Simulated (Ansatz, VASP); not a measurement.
# C in VASP and in Ansatz

POSCAR

```
C
1.0
    0.0000000000      1.7469644787      1.7469644787
    1.7469644787      0.0000000000      1.7469644787
    1.7469644787      1.7469644787      0.0000000000
C
2
Direct
    0.7500000000      0.7500000000      0.7500000000
    0.5000000000      0.5000000000      0.5000000000
```

Contents of INCAR.step1:

```
SYSTEM = C
ALGO     = Normal         ! electronic algorithm
EDIFF    = 1E-4           ! SCF threshold, eV
ENCUT    = 520            ! plane-wave cutoff, eV
GGA      = PE             ! functional
ISMEAR   = -1             ! smearing method
LASPH    = .TRUE.         ! aspherical terms in the spheres
LCHARG   = .FALSE.        ! write CHGCAR
LREAL    = .FALSE.        ! projectors in reciprocal space
LWAVE    = .TRUE.         ! write WAVECAR
NBANDS   = 11             ! bands
NELM     = 60             ! most SCF steps
PREC     = Accurate       ! precision mode
SIGMA    = 0.05           ! smearing width, eV
```

The input INCAR.step2:

```
SYSTEM = C
ALGO     = Normal         ! electronic algorithm
EDIFF    = 1E-7           ! SCF threshold, eV
ENCUT    = 520            ! plane-wave cutoff, eV
ISIF     = 2              ! what is computed and relaxed
ISMEAR   = -1             ! smearing method
ISTART   = 1            
IVDW     = 12             ! dispersion correction
LASPH    = .TRUE.         ! aspherical terms in the spheres
LCHARG   = .FALSE.        ! write CHGCAR
LMIXTAU  = .TRUE.       
LREAL    = .FALSE.        ! projectors in reciprocal space
LWAVE    = .FALSE.        ! write WAVECAR
METAGGA  = R2SCAN         ! meta-GGA
NBANDS   = 11             ! bands
NELM     = 60             ! most SCF steps
PREC     = Accurate       ! precision mode
SIGMA    = 0.05           ! smearing width, eV
VDW_A1   = 0.49484001   
VDW_A2   = 5.73083694   
VDW_S6   = 1.0          
VDW_S8   = 0.78981345
```

The input KPOINTS:

```
k-points
0
G
  13 13 13
  0 0 0
```

Contents of input.yaml:

```yaml
crystal:
  lattice:
    - [0.0, 1.7469644787, 1.7469644787]
    - [1.7469644787, 0.0, 1.7469644787]
    - [1.7469644787, 1.7469644787, 0.0]
  atoms:
    - { symbol: C, position: [0.75, 0.75, 0.75] }
    - { symbol: C, position: [0.5, 0.5, 0.5] }
hamiltonian:
  xc: r2scan
  pseudopotentials: { kind: paw }
  dispersion: d3bj
kpoints:
  mp_grid: { grid: [13, 13, 13] }
scf:
  occupations: { method: fermi_dirac, width: 0.05 }
output:
  forces: true
  stress: true
  eigenvalues: true
```

Alike in both runs: task single point; functional r2SCAN; dispersion D3(BJ); k mesh 13 × 13 × 13; occupations fermi-dirac, width 0.05 eV; no spin polarisation.

|  | VASP | Ansatz |
| --- | --- | --- |
| version | VASP 6.6.1 | Ansatz 0.2.0 |
| potentials or method | VASP PAW PBE potentials, release 64 (C) | Ansatz PAW |
| plane-wave cutoff (eV) | 520 | 500 |
| valence electrons in the cell | 8 | 8 |

VASP gave:

```
gap on the k mesh at the Fermi level (eV) : 4.48
least direct gap on the mesh (eV)         : 6.01
pressure (GPa)                            : 26.6
```

**Question.** What did Ansatz give for the same quantities?

**Answer.** gap on the k mesh at the Fermi level (eV): 4.51; least direct gap on the mesh (eV): 6.06; pressure (GPa): 25.3.

VASP's potentials were made for PBE, not for r2SCAN.

Noted on Ansatz's run: odd divisions of the mesh miss points on the zone boundary, where band edges often lie, so the gap on the mesh can be too wide.
